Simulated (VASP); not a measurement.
Here is a VASP 6.6.1 calculation.

File INCAR:

```
SYSTEM = CaB2
PREC     = Accurate       ! precision mode
ENCUT    = 520            ! plane-wave cutoff, eV
EDIFF    = 1E-6           ! SCF threshold, eV
ISMEAR   = 0              ! smearing method
SIGMA    = 0.1            ! smearing width, eV
LREAL    = .FALSE.        ! projectors in reciprocal space
LASPH    = .TRUE.         ! aspherical terms in the spheres
NELM     = 80             ! most SCF steps
ALGO     = Normal         ! electronic algorithm
ISIF     = 2              ! what is computed and relaxed
LWAVE    = .FALSE.        ! write WAVECAR
LCHARG   = .FALSE.        ! write CHGCAR
GGA      = PE             ! functional
NBANDS   = 25             ! bands
```

The input KPOINTS:

```
regular mesh
0
G
  4 4 4
  0 0 0
```

Contents of POSCAR:

```
CaB2
1.0
    5.9183708851      0.0000000000      0.0000000000
    0.0000000000      5.9183708851      0.0000000000
    0.0000000000      0.0000000000      5.9183708851
Ca B
2 4
Direct
    0.0000000000      0.0000000000      0.0000000000
    0.5000000000      0.5000000000      0.5000000000
    0.2500000000      0.2500000000      0.2500000000
    0.2500000000      0.7500000000      0.7500000000
    0.7500000000      0.7500000000      0.2500000000
    0.7500000000      0.2500000000      0.7500000000
```

Potentials or basis: VASP PAW PBE potentials, release 64 (Ca_sv, B).

Launch:

```console
$ cat potpaw_PBE.64/Ca_sv/POTCAR potpaw_PBE.64/B/POTCAR > POTCAR
$ mpirun -np 1 vasp_std > vasp.out
```

Q: What does it give for the pressure?

A: -0.2 GPa.

Q: Estimate the band gap on the k mesh.

A: Zero (band 16 reaches -0.59 eV, above the bottom of band 17 at -0.66 eV).
